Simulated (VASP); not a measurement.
# Be (P1) in VASP: a series of runs

The runs below take Be through single point, with PBE+D3(BJ).

All numbers are computed with VASP 6.6.1; they aren't measurements. Logs are shortened: lines on timing, memory, paths and dates and some standing lists are left out, and cuts for length are marked.

## (1) The cell of the first run

The typed cell holds 4 atoms: a = 2.164 Å, b = 3.749 Å, c = 3.410 Å, α = 90.00°, β = 90.00°, γ = 90.00°.

## (2) Single point, PBE+D3(BJ)

Contents of INCAR:

```
SYSTEM = Be
  PREC = Accurate
  ENCUT = 520
  EDIFF = 1E-6
  ISMEAR = -1
  SIGMA = 0.15
  LREAL = .FALSE.
  LASPH = .TRUE.
  NELM = 60
  ALGO = Normal
  ISIF = 2
  LWAVE = .FALSE.
  LCHARG = .FALSE.
  GGA = PE
  IVDW = 12
  NBANDS = 12
```

Contents of KPOINTS:

```
regular mesh
0
G
  7 4 5
  0 0 0
```

Contents of POSCAR:

```
Be
1.0
    2.1643806277      0.0000000000      0.0000000000
    0.0000000000      3.7487312070      0.0000000000
    0.0000000000      0.0000000000      3.4102971513
Be
4
Direct
    0.6344800000      0.8303600000      0.7214500000
    0.3639700000      0.1705400000      0.6803800000
    0.1119500000      0.6879900000      0.2827800000
    0.8273100000      0.3230700000      0.3029100000
```

Potentials or basis: VASP PAW PBE potentials, release 64 (Be).

Command:

```
> cat potpaw_PBE.64/Be/POTCAR > POTCAR
> mpirun -np 1 vasp_std > vasp.out
```

OUTCAR:

```text
SYSTEM = Be
   PREC = Accurate
   ENCUT = 520
   EDIFF = 1E-6
   ISMEAR = -1
   LREAL = .FALSE.
   LASPH = .TRUE.
   NELM = 60
   ISIF = 2
   GGA = PE
   IVDW = 12
 IVDW          = 12

 ion  position               nearest neighbor table
   1  0.634  0.830  0.721-   2 1.41   3 1.89   3 1.95   2 2.03   3 2.24   3 2.29   4 2.37
   2  0.364  0.171  0.680-   1 1.41   4 1.73   4 1.83   1 2.03   3 2.33
   3  0.112  0.688  0.283-   4 1.50   1 1.89   1 1.95   4 2.07   1 2.24   1 2.29   2 2.33
   4  0.827  0.323  0.303-   3 1.50   2 1.73   2 1.83   3 2.07   1 2.37

  LATTYP: Found a simple orthorhombic cell.
 ALAT       =     2.1643806277
 B/A-ratio  =     1.5756457564
 C/A-ratio  =     1.7320110701

  Lattice vectors:

 A1 = (  -2.1643806277,   0.0000000000,   0.0000000000)
 A2 = (   0.0000000000,   0.0000000000,   3.4102971513)
 A3 = (   0.0000000000,   3.7487312070,   0.0000000000)

Analysis of symmetry for initial positions (statically):
=====================================================================
 Subroutine PRICEL returns:
 Original cell was already a primitive cell.

 Routine SETGRP: Setting up the symmetry group for a
 simple orthorhombic supercell.

 Subroutine GETGRP returns: Found  1 space group operations
 (whereof  1 operations were pure point group operations)
 out of a pool of  8 trial point group operations.

The static configuration has the point symmetry C_1 .

Analysis of symmetry for dynamics (positions and initial velocities):
=====================================================================
 Subroutine PRICEL returns:
 Original cell was already a primitive cell.

 Routine SETGRP: Setting up the symmetry group for a
 simple orthorhombic supercell.

 Subroutine GETGRP returns: Found  1 space group operations
 (whereof  1 operations were pure point group operations)
 out of a pool of  8 trial point group operations.

The dynamic configuration has the point symmetry C_1 .

 Subroutine INISYM returns: Found  1 space group operations
 (whereof  1 operations are pure point group operations),
 and found     1 'primitive' translations

----------------------------------------------------------------------------------------

                                     Primitive cell

  volume of cell :      27.6701

  direct lattice vectors                    reciprocal lattice vectors
     2.164380628  0.000000000  0.000000000     0.462025943  0.000000000  0.000000000
     0.000000000  3.748731207  0.000000000     0.000000000  0.266756922  0.000000000
     0.000000000  0.000000000  3.410297151     0.000000000  0.000000000  0.293229580

  length of vectors
     2.164380628  3.748731207  3.410297151     0.462025943  0.266756922  0.293229580

  position of ions in fractional coordinates (direct lattice)
[... 99 lines left out ...]
   EFERMI_NEDOS =   21; number of points for ismear=-14 and -15
   IALGO  =     38    algorithm
   IMIX   =      4    mixing-type and parameters
     AMIX     =   0.40;   BMIX     =  1.00
     AMIX_MAG =   1.60;   BMIX_MAG =  1.00
  volume/ion in A,a.u.               =       6.92        46.68
  Fermi-wavevector in a.u.,A,eV,Ry     =   1.082517  2.045661 15.943896  1.171843
  Thomas-Fermi vector in A             =   2.218561
   LORBIT       =      0    0 simple, 1 ext, 2 COOP (PROOUT), +10 PAW based schemes
   GGA     = PE    functional components
   LHFCALC =     F    Hartree Fock is set to
   AEXX    =    0.0000 exact exchange contribution
   IVDW    =    12    specifies the selected vdW correction
   LEPSILON=     F    determine dielectric tensor
   LRPA    =     F    only Hartree local field effects (RPA)
 non-spin polarized calculation
  energy-cutoff  :      520.00
  volume of cell :       27.67
 maximum number of plane-waves:       760
   NGX =  9   NGY = 13   NGZ = 13

 number of electron       8.0000000 magnetization

 Free energy of the ion-electron system (eV)
  ---------------------------------------------------
  ext. energy  EPLUGINS =         0.00000000
  ---------------------------------------------------
  free energy    TOTEN  =        -8.10485361 eV

  energy without entropy =       -8.06895564  energy(sigma->0) =       -8.08690462

 E-fermi :   7.5439     XC(G=0): -10.9200

 val. band max:        7.4246411574   @ k =   0.1429   0.0000   0.4000
 cond. band min:       7.6231846619   @ k =   0.2857   0.5000   0.0000
 fundamental gap:      0.1985435045
 Fermi energy:         7.5438768670

 k-point     1 :       0.0000    0.0000    0.0000
  band No.  band energies     occupation
      1      -3.8580      2.00000
      2       1.9824      2.00000
      3       3.3487      2.00000
      4       5.9992      1.99993
      5       8.9394      0.00018
      6      11.3836      0.00000
      7      12.7428      0.00000
      8      15.8729      0.00000
      9      17.4417      0.00000
     10      19.0364      0.00000
     11      21.3511      0.00000
     12      25.8195      0.00000
[... 331 lines left out ...]
 k-point    24 :       0.0000   -0.2500    0.2000
  band No.  band energies     occupation
      1      -3.0581      2.00000
      2       0.5158      2.00000
      3       2.3303      2.00000
      4       6.4315      1.99880
      5       8.6593      0.00118
      6      12.1427      0.00000
      7      13.3618      0.00000
      8      17.2149      0.00000
      9      19.6081      0.00000
     10      20.4095      0.00000
     11      22.1378      0.00000
     12      25.6168      0.00000

 [... further k-points ...]

------------------------ aborting loop because EDIFF is reached ----------------------------------------

 Edisp (eV)   -1.63216

 E8    (eV) :    -0.5668

  FORCE on cell =-STRESS in cart. coord.  units (eV):
  Direction    XX          YY          ZZ          XY          YZ          ZX
  --------------------------------------------------------------------------------------
  -------------------------------------------------------------------------------------
  Total       7.11408    20.83991     4.25331    -1.31053    -2.75860    -0.52759
  in kB     411.92578  1206.69169   246.27913   -75.88323  -159.73069   -30.54886
  external pressure =      621.63 kB  Pullay stress =        0.00 kB

 VOLUME and BASIS-vectors are now :
 -----------------------------------------------------------------------------
  energy-cutoff  :      520.00
  volume of cell :       27.67
      direct lattice vectors                 reciprocal lattice vectors
     2.164380628  0.000000000  0.000000000     0.462025943  0.000000000  0.000000000
     0.000000000  3.748731207  0.000000000     0.000000000  0.266756922  0.000000000
     0.000000000  0.000000000  3.410297151     0.000000000  0.000000000  0.293229580

 POSITION                                       TOTAL-FORCE (eV/Angst)
 -----------------------------------------------------------------------------------
      1.37326      3.11280      2.46036         5.588149     -9.991931      2.931215
      0.78777      0.63931      2.32030        -6.739766      8.995449      2.853310
      0.24230      2.57909      0.96436         4.872623      7.299909     -2.048893
      1.79061      1.21110      1.03301        -3.721007     -6.303427     -3.735632
 -----------------------------------------------------------------------------------
    total drift:                               -0.000013      0.000011      0.000066

  FREE ENERGIE OF THE ION-ELECTRON SYSTEM (eV)
  ---------------------------------------------------
  free  energy   TOTEN  =        -9.7370111977 eV

  energy  without entropy=       -9.7011132265  energy(sigma->0) =       -9.71906221
```

stdout:

```text
POSCAR found type information on POSCAR Be
 POSCAR found :  1 types and       4 ions
 scaLAPACK will be used
 LDA part: xc-table for (Slater+PW92), standard interpolation
 POSCAR, INCAR and KPOINTS ok, starting setup
 FFT: planning ... GRIDC
 FFT: planning ... GRID_SOFT
 FFT: planning ... GRID
 WAVECAR not read
 entering main loop
```

It took 19 s on 1 thread of Intel Xeon 8259CL, shared host; peak memory 0.15 GiB.

What came out:

* Free energy: -9.7370 eV
* Pressure: 62.2 GPa
* Largest force: 11.818 eV/Å
* Band gap on the k mesh: zero (bands 4 and 5 overlap by 0.88 eV)
* Dispersion energy per atom: -0.408 eV

Forces on the atoms (eV/Å):
```
Be   5.588 -9.992  2.931
Be  -6.740  8.995  2.853
Be   4.873  7.300 -2.049
Be  -3.721 -6.303 -3.736
```

Caveat: the k points lie up to 0.42 Å⁻¹ apart, too coarse for converged energies and pressures of a metal; three body term missing; forces of over 1 eV/Å act on the atoms, so gaps and moduli don't describe the material at rest.

## (3) Single point, PBE+D3(BJ)

This run uses another cell than the first one, of 6.95 Å³/atom.

Contents of INCAR:

```
SYSTEM = Be
PREC = Accurate
ENCUT = 520
EDIFF = 1E-6
ISMEAR = -1
SIGMA = 0.15
LREAL = .FALSE.
LASPH = .TRUE.
NELM = 100
ALGO = Normal
ISIF = 2
LWAVE = .FALSE.
LCHARG = .FALSE.
GGA = PE
IVDW = 12
NBANDS = 12
```

KPOINTS is that of step 2.

Contents of POSCAR:

```
Be
1.0
    2.1680000000      0.0000000000      0.0000000000
    0.0000000000      3.7550000000      0.0000000000
    0.0000000000      0.0000000000      3.4160000000
Be
4
Direct
    0.6344800000      0.8303600000      0.7214500000
    0.3639700000      0.1705400000      0.6803800000
    0.1119500000      0.6879900000      0.2827800000
    0.8273100000      0.3230700000      0.3029100000
```

Potentials or basis: VASP PAW PBE potentials, release 64 (Be).

Command:

```
> cat potpaw_PBE.64/Be/POTCAR > POTCAR
> mpirun -np 1 vasp_std > vasp.out
```

Run time: 19 s. Hardware: 1 thread of Intel Xeon 8259CL, shared host; peak memory 0.15 GiB.

It converged, with:

| Property | Result |
| --- | --- |
| Free energy | -9.7904 eV |
| Pressure | 60.9 GPa |
| Largest force | 11.738 eV/Å |
| Band gap on the k mesh | zero (bands 4 and 5 overlap by 0.88 eV) |
| Dispersion energy per atom | -0.406 eV |

Forces in eV/Å, atoms in the order of the input:
```
Be   5.559 -9.923  2.902
Be  -6.704  8.934  2.820
Be   4.846  7.245 -2.025
Be  -3.702 -6.256 -3.696
```

Stress tensor (GPa, compression positive):
```
 39.97  -7.54  -3.03
 -7.54 119.01 -15.78
 -3.03 -15.78  23.82
```

Levels at points of the mesh, in eV from the Fermi level:
```tsv
k point	band 2	band 3	band 4	band 5	band 6	band 7
(0.00, 0.00, 0.00)	-5.54	-4.18	-1.55	1.38	3.83	5.18
(0.00, 0.50, 0.00)	-9.44	-2.05	-1.45	2.02	2.66	6.33
```

Caveat: the k points lie up to 0.42 Å⁻¹ apart, too coarse for converged energies and pressures of a metal; three body term missing; forces of over 1 eV/Å act on the atoms, so gaps and moduli don't describe the material at rest.

## (4) Single point, PBE+D3(BJ)

This run uses another cell than the first one, of 6.95 Å³/atom.

Contents of INCAR:

```
PREC     = Accurate       # precision mode
ENCUT    = 520            # plane-wave cutoff, eV
EDIFF    = 1E-6           # SCF threshold, eV
ISMEAR   = -1             # smearing method
SIGMA    = 0.15           # smearing width, eV
LREAL    = False          # projectors in reciprocal space
LASPH    = True           # aspherical terms in the spheres
NELM     = 80             # most SCF steps
ALGO     = Normal         # electronic algorithm
ISIF     = 2              # what is computed and relaxed
LWAVE    = False          # write WAVECAR
LCHARG   = True           # write CHGCAR
GGA      = PE             # functional
IVDW     = 12             # dispersion correction
LELF     = True           # ELF
LVHAR    = True         
NBANDS   = 12             # bands
```

Contents of KPOINTS:

```
Automatic mesh
0
Gamma
  7 4 5
```

POSCAR, as its differences from that of step 3:

```diff
@@ -10,3 +10,3 @@
     0.3639700000      0.1705400000      0.6803800000
-    0.1119500000      0.6879900000      0.2827800000
+    0.1142562731      0.6879900000      0.2827800000
     0.8273100000      0.3230700000      0.3029100000
```

Potentials or basis: VASP PAW PBE potentials, release 64 (Be).

Command:

```
> cat potpaw_PBE.64/Be/POTCAR > POTCAR
> mpirun -np 1 vasp_std > vasp.out
```

OUTCAR:

```text
PREC = Accurate
   ENCUT = 520
   EDIFF = 1E-6
   ISMEAR = -1
   LREAL = False
   LASPH = True
   NELM = 80
   ISIF = 2
   GGA = PE
   IVDW = 12
 IVDW          = 12

 ion  position               nearest neighbor table
   1  0.634  0.830  0.721-   2 1.41   3 1.90   3 1.95   2 2.04   3 2.25   3 2.29   4 2.38
   2  0.364  0.171  0.680-   1 1.41   4 1.73   4 1.83   1 2.04   3 2.33
   3  0.114  0.688  0.283-   4 1.51   1 1.90   1 1.95   4 2.07   1 2.25   1 2.29   2 2.33
   4  0.827  0.323  0.303-   3 1.51   2 1.73   2 1.83   3 2.07   1 2.38

[... 564 lines left out ...]
  Direction    XX          YY          ZZ          XY          YZ          ZX
  --------------------------------------------------------------------------------------
  -------------------------------------------------------------------------------------
  Total       6.97526    20.57032     4.12803    -1.31923    -2.73472    -0.50131
  in kB     401.86830  1185.12617   237.82995   -76.00538  -157.55677   -28.88201
  external pressure =      608.27 kB  Pullay stress =        0.00 kB

 VOLUME and BASIS-vectors are now :
 -----------------------------------------------------------------------------
  energy-cutoff  :      520.00
  volume of cell :       27.81
      direct lattice vectors                 reciprocal lattice vectors
     2.168000000  0.000000000  0.000000000     0.461254613  0.000000000  0.000000000
     0.000000000  3.755000000  0.000000000     0.000000000  0.266311585  0.000000000
     0.000000000  0.000000000  3.416000000     0.000000000  0.000000000  0.292740047

 POSITION                                       TOTAL-FORCE (eV/Angst)
 -----------------------------------------------------------------------------------
      1.37555      3.11800      2.46447         5.591489     -9.924373      2.898241
      0.78909      0.64038      2.32418        -6.701892      8.935768      2.820695
      0.24771      2.58340      0.96598         4.789721      7.184238     -2.020782
      1.79361      1.21313      1.03474        -3.679318     -6.195633     -3.698154
 -----------------------------------------------------------------------------------
    total drift:                               -0.000012      0.000011      0.000066

  FREE ENERGIE OF THE ION-ELECTRON SYSTEM (eV)
  ---------------------------------------------------
  free  energy   TOTEN  =        -9.8145157963 eV

  energy  without entropy=       -9.7784218371  energy(sigma->0) =       -9.79646882
```

stdout:

```text
POSCAR found type information on POSCAR Be
 POSCAR found :  1 types and       4 ions
 scaLAPACK will be used
 LDA part: xc-table for (Slater+PW92), standard interpolation
 POSCAR, INCAR and KPOINTS ok, starting setup
 FFT: planning ... GRIDC
 FFT: planning ... GRID_SOFT
 FFT: planning ... GRID
 WAVECAR not read
 entering main loop
```

Run time: 20 s. Hardware: 1 thread of Intel Xeon 8259CL, shared host; peak memory 0.15 GiB.

What came out:

```yaml
Free_energy: -9.8145 eV
Pressure: 60.8 GPa
Largest_force: 11.754 eV/Å
Band_gap_on_the_k_mesh: zero (bands 4 and 5 overlap by 0.88 eV)
Dispersion_energy_per_atom: -0.406 eV
```

Forces in eV/Å, atoms in the order of the input:
```
Be   5.591 -9.924  2.898
Be  -6.702  8.936  2.821
Be   4.790  7.184 -2.021
Be  -3.679 -6.196 -3.698
```

Levels at points of the mesh, in eV from the Fermi level:
```csv
k point,band 1,band 2,band 3,band 4,band 5,band 6,band 7,band 8,band 9
"(0.00, 0.00, 0.00)",-11.37,-5.54,-4.17,-1.55,1.39,3.83,5.19,8.31,9.87
"(0.00, 0.50, 0.00)",-9.66,-9.44,-2.05,-1.44,2.02,2.66,6.33,6.88,12.36
```

Caveat: the k points lie up to 0.42 Å⁻¹ apart, too coarse for converged energies and pressures of a metal; three body term missing; forces of over 1 eV/Å act on the atoms, so gaps and moduli don't describe the material at rest.
